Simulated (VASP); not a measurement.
A run of VASP 6.6.1 is set up as follows.

Contents of INCAR:

```
PREC = Accurate
ENCUT = 520
EDIFF = 1E-6
ISMEAR = 0
SIGMA = 0.05
LREAL = F
LASPH = T
NELM = 100
ALGO = Normal
ISIF = 2
LWAVE = F
LCHARG = F
GGA = PE
NBANDS = 26
```

The input KPOINTS:

```
regular mesh
0
Gamma
  9 9 4
```

File POSCAR:

```
MgO
1.0
    3.0191017624      0.0000000000      0.0000000000
   -1.5095508812      2.6146188228      0.0000000000
    0.0000000000      0.0000000000     10.9240159069
Mg O
4 4
Direct
    0.3333333333      0.6666666667      0.9694906392
    0.0000000000      0.0000000000      0.2208211786
    0.0000000000      0.0000000000      0.7208211786
    0.6666666667      0.3333333333      0.4694906392
    0.3333333333      0.6666666667      0.7800420079
    0.0000000000      0.0000000000      0.5296443544
    0.0000000000      0.0000000000      0.0296443544
    0.6666666667      0.3333333333      0.2800420079
```

Potentials or basis: VASP PAW PBE potentials, release 64 (Mg, O).

Command:

```console
$ cat potpaw_PBE.64/Mg/POTCAR potpaw_PBE.64/O/POTCAR > POTCAR
$ mpirun -np 1 vasp_std > vasp.out
```

Task: Estimate the band gap on the k mesh.

Result: 4.00 eV, direct.

Task: Predict the pressure.

Result: 22.2 GPa.

Stress tensor (GPa, compression positive):
```
34.32  0.00  0.00
 0.00 34.32  0.00
 0.00  0.00 -2.10
```

Caveat: forces of over 1 eV/Å act on the atoms, so gaps and moduli don't describe the material at rest. A k mesh can miss the band edges.
